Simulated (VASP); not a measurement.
Write the native input for VASP 6.6.1 that does the following.

```
Task                   : single point
Functional             : PBE
Potentials or basis    : VASP PAW PBE potentials, release 64 (Bi_d, Pt)
Cutoff                 : 520 eV
k mesh                 : 5 × 5 × 5
Occupations            : methfessel-paxton, width 0.15 eV
Spin                   : no spin polarisation
Dipole correction      : no
Further INCAR settings : ALGO = Normal; EDIFF = 1e-07; NBANDS = 30
```

The structure of BiPt3 lies in POSCAR:

```
BiPt3
1.0
    4.1864950000      0.0000000000      0.0000000000
    0.0000000000      4.1864950000      0.0000000000
    0.0000000000      0.0000000000      4.1864950000
Bi Pt
1 3
Direct
    0.0000000000      0.0000000000      0.0000000000
    0.0000000000      0.5000000000      0.5000000000
    0.5000000000      0.0000000000      0.5000000000
    0.5000000000      0.5000000000      0.0000000000
```

One way to write it, as run:

INCAR

```
SYSTEM = BiPt3
  ALGO = Normal
  EDIFF = 1E-7
  ENCUT = 520
  GGA = PE
  ISIF = 2
  ISMEAR = 1
  LASPH = .TRUE.
  LCHARG = .FALSE.
  LREAL = .FALSE.
  LWAVE = .FALSE.
  NBANDS = 30
  NELM = 60
  PREC = Accurate
  SIGMA = 0.15
```

KPOINTS

```
k-points
0
G
  5 5 5
  0 0 0
```

Potentials or basis: VASP PAW PBE potentials, release 64 (Bi_d, Pt).

Launch:

```bash
$ cat potpaw_PBE.64/Bi_d/POTCAR potpaw_PBE.64/Pt/POTCAR > POTCAR
$ mpirun -np 1 vasp_std > vasp.out
```

It gave:

The pressure is -1.3 GPa.

It took 9.9 s on 1 thread of Intel(R) Xeon(R) Platinum 8559C (Emerald Rapids), with other jobs on the host, peak memory 0.18 GiB.
